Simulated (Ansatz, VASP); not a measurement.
# One calculation of BaCaBr4, two programs

INCAR

```
SYSTEM = BaCaBr4
PREC     = Accurate       ! precision mode
ENCUT    = 520            ! plane-wave cutoff, eV
EDIFF    = 1E-6           ! SCF threshold, eV
ISMEAR   = 0              ! smearing method
SIGMA    = 0.1            ! smearing width, eV
LREAL    = .FALSE.        ! projectors in reciprocal space
LASPH    = .TRUE.         ! aspherical terms in the spheres
NELM     = 100            ! most SCF steps
ALGO     = Normal         ! electronic algorithm
ISIF     = 2              ! what is computed and relaxed
LWAVE    = .FALSE.        ! write WAVECAR
LCHARG   = .FALSE.        ! write CHGCAR
GGA      = PE             ! functional
NBANDS   = 33             ! bands
```

The input KPOINTS:

```
Automatic mesh
0
G
  8 8 8
  0 0 0
```

File POSCAR:

```
BaCaBr4
1.0
    0.0000000000      4.6742992772      4.6742992772
    4.6742992772      0.0000000000      4.6742992772
    4.6742992772      4.6742992772      0.0000000000
Ba Ca Br
1 1 4
Direct
    0.0000000000      0.0000000000      0.0000000000
    0.2500000000      0.2500000000      0.2500000000
    0.6246141294      0.6246141294      0.1261576119
    0.6246141294      0.1261576119      0.6246141294
    0.1261576119      0.6246141294      0.6246141294
    0.6246141294      0.6246141294      0.6246141294
```

Input for Ansatz:

```yaml
crystal:
  lattice:
    - [0.0, 4.6742992772, 4.6742992772]
    - [4.6742992772, 0.0, 4.6742992772]
    - [4.6742992772, 4.6742992772, 0.0]
  atoms:
    - { symbol: Ba, position: [0.0, 0.0, 0.0] }
    - { symbol: Ca, position: [0.25, 0.25, 0.25] }
    - { symbol: Br, position: [0.6246141294, 0.6246141294, 0.1261576119] }
    - { symbol: Br, position: [0.6246141294, 0.1261576119, 0.6246141294] }
    - { symbol: Br, position: [0.1261576119, 0.6246141294, 0.6246141294] }
    - { symbol: Br, position: [0.6246141294, 0.6246141294, 0.6246141294] }
basis:
  ecutwfc: 420
kpoints:
  mp_grid: { grid: [8, 8, 8] }
  band_path:
    path:
      - [[0.0, 0.0, 0.0], [-0.5, -0.5, 0.0], [-0.375, -0.375, 0.25]]
      - [[-0.375, 0.0, 0.375], [0.0, 0.0, 0.0], [0.0, 0.0, 0.5], [-0.5, -0.25, 0.25], [-0.5, -0.5, 0.0]]
    npoints: 14
hamiltonian:
  xc: pbe
scf:
  occupations: { method: gaussian, width: 0.1 }
  n_extra_bands: 15
output:
  forces: true
  stress: true
  eigenvalues: true
  populations: true
  dos: { projected: true, de: 0.02, nscf_kmesh: { grid: [10, 10, 10] } }
  bader: true
  write_density: true
  write_potential: true
  elf: true
  volumetric_format: npy
```

Alike in both runs: task single point; functional PBE; k mesh 8 × 8 × 8; occupations gaussian, width 0.1 eV; no spin polarisation.

```csv
,VASP,Ansatz
version,VASP 6.6.1,Ansatz 0.2.0
potentials or method,"VASP PAW PBE potentials, release 64 (Ba_sv, Ca_sv, Br), cutoff 520 eV","scalar-relativistic, plane waves, PAW"
valence electrons in the cell,48,48
```

|  | VASP | Ansatz | Ansatz less VASP |
| --- | --- | --- | --- |
| gap on the k mesh at the Fermi level (eV) | none | none | - |
| pressure (GPa) | 0.1 | 0.0 | -0.10 |

A gap of «none» marks a metal or a gap that the smearing closes. With one functional, cell and mesh, what is left measures potentials, basis and numerics.

Neither program's run includes spin-orbit coupling.
